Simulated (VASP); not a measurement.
Write the native input for VASP 6.6.1 that does the following.

* Task: relaxation of cell and atoms
* Functional: LDA
* Potentials or basis: VASP PAW PBE potentials, release 64 (Ca_sv, Lu)
* Cutoff: 600 eV
* k mesh: 5 × 5 × 5
* Occupations: fermi-dirac, width 0.1 eV
* Spin: no spin polarisation
* Dipole correction: no
* Further INCAR settings: ALGO = Normal; EDIFF = 1e-06; IBRION = 2; EDIFFG = -0.05; NSW = 80; ISIF = 3

The structure of Ca3Lu lies in POSCAR:

```
Ca3Lu
1.0
    5.3617750000      0.0000000000      0.0000000000
    0.0000000000      5.3617750000      0.0000000000
    0.0000000000      0.0000000000      5.3617750000
Ca Lu
3 1
Direct
    0.5000000000      0.0000000000      0.0000000000
    0.0000000000      0.5000000000      0.0000000000
    0.0000000000      0.0000000000      0.5000000000
    0.5000000000      0.5000000000      0.5000000000
```

These files were run (other wordings do the same):

INCAR

```
SYSTEM = Ca3Lu
PREC = Accurate
ENCUT = 600
EDIFF = 1E-6
ISMEAR = -1
SIGMA = 0.1
LREAL = .False.
LASPH = .True.
NELM = 80
ALGO = Normal
ISIF = 3
LWAVE = .False.
LCHARG = .False.
GGA = CA
IBRION = 2
NSW = 80
EDIFFG = -0.05
```

KPOINTS

```
Automatic mesh
0
Gamma
  5 5 5
  0 0 0
```

Potentials or basis: VASP PAW PBE potentials, release 64 (Ca_sv, Lu).

The run is started by

```sh
$ cat potpaw_PBE.64/Ca_sv/POTCAR potpaw_PBE.64/Lu/POTCAR > POTCAR
$ mpirun -np 1 vasp_std > vasp.out
```

It gave:

```
Relaxed volume                         : 34.36 Å³/atom
Relaxed cell                           : a = 5.161 Å, b = 5.161 Å, c = 5.161 Å, α = 90.00°, β = 90.00°, γ = 90.00°
Space group after relaxing (to 0.05 Å) : Pm-3m (No. 221)
Energy gained by relaxing              : 31.5 meV/atom
Ionic steps                            : 4
Pressure after relaxing                : 0.1 GPa
```

Caveat: the PAW data sets were made with another functional, which shifts forces and pressure a little.

It took 12 min on 1 thread of AMD EPYC 7R13, with other jobs on the host, peak memory 0.28 GiB.
